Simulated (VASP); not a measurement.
Runs of VASP 6.6.1 on CuAu. The structure is that of space group P4/mmm (No. 123), or close to it. The cells are those of the table. 

| task | cell | cutoff (eV) | gap on the mesh (eV) | pressure (GPa) |
| --- | --- | --- | --- | --- |
| single point | a = 2.839, b = 2.839, c = 3.500 Å, 2 atoms | 520 | none | 10.3 |
| single point | a = 2.824, b = 2.824, c = 3.424 Å, 2 atoms | 520 | none | 16.9 |
| single point | a = 2.985, b = 2.985, c = 3.703 Å, 2 atoms | 520 | none | (b) |
| relaxation of shape and atoms at fixed volume | relaxed from a = 2.792, b = 2.792, c = 3.386 Å, 2 atoms | 600 | none | 25.4 |
| single point | a = 2.801, b = 2.801, c = 3.365 Å, 2 atoms | 520 | none | 25.1 |
| single point | a = 2.921, b = 2.921, c = 3.623 Å, 2 atoms | 520 | none | -3.8 |
| single point | a = 2.863, b = 2.863, c = 3.551 Å, 2 atoms | 520 | none | (a) |

Alike in all rows: level PBE; potentials or basis VASP PAW PBE potentials, release 64 (Cu, Au); no spin polarisation; k mesh 14 × 14 × 12; smearing gaussian 0.1 eV.

Q: Fill in the values left out.

A: (a) 4.5; (b) -10.3.

Caveats: spin-orbit coupling is left out, which moves the levels of the heavy elements; the cell stands under pressure (at least some runs); the cell stands under tension (at least some runs).

A k mesh can miss the band edges, and the runs leave out spin-orbit coupling on Au.

A gap of «none» marks levels without a gap at the run's occupations.
